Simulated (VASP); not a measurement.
Wanted: the native input for a VASP 6.6.1 run.

```
Task                   : single point
Functional             : PBE
Potentials or basis    : VASP PAW PBE potentials, release 64 (W_sv)
Cutoff                 : 520 eV
k mesh                 : 20 × 20 × 20
Occupations            : gaussian, width 0.15 eV
Spin                   : no spin polarisation
Dipole correction      : no
Further INCAR settings : ALGO = Fast; EDIFF = 1e-06; NBANDS = 13
```

The structure of W lies in POSCAR:

```
W
1.0
   -1.5388409937      1.5759310891      1.5759310891
    1.5759310891     -1.5388409937      1.5759310891
    1.5759310891      1.5759310891     -1.5388409937
W
1
Direct
    0.0000000000      0.0000000000      0.0000000000
```

The input as run:

INCAR

```
  PREC = Accurate
  ENCUT = 520
  EDIFF = 1E-6
  ISMEAR = 0
  SIGMA = 0.15
  LREAL = F
  LASPH = T
  NELM = 60
  ALGO = Fast
  ISIF = 2
  LWAVE = F
  LCHARG = F
  GGA = PE
  NBANDS = 13
```

KPOINTS

```
regular mesh
0
Gamma
  20 20 20
```

Potentials or basis: VASP PAW PBE potentials, release 64 (W_sv).

Run with:

```bash
$ cat potpaw_PBE.64/W_sv/POTCAR > POTCAR
$ mpirun -np 1 vasp_std > vasp.out
```

Results of the run:

* Pressure: 10.8 GPa
* Band gap on the k mesh: zero (bands 7 and 8 overlap by 5.69 eV)

Caveat: the cell stands under pressure; spin-orbit coupling is left out, which moves the levels of the heavy elements.

Wall time 96 s on 1 thread of Intel(R) Xeon(R) 6975P-C (Granite Rapids), with other jobs on the host, peak memory 0.24 GiB.
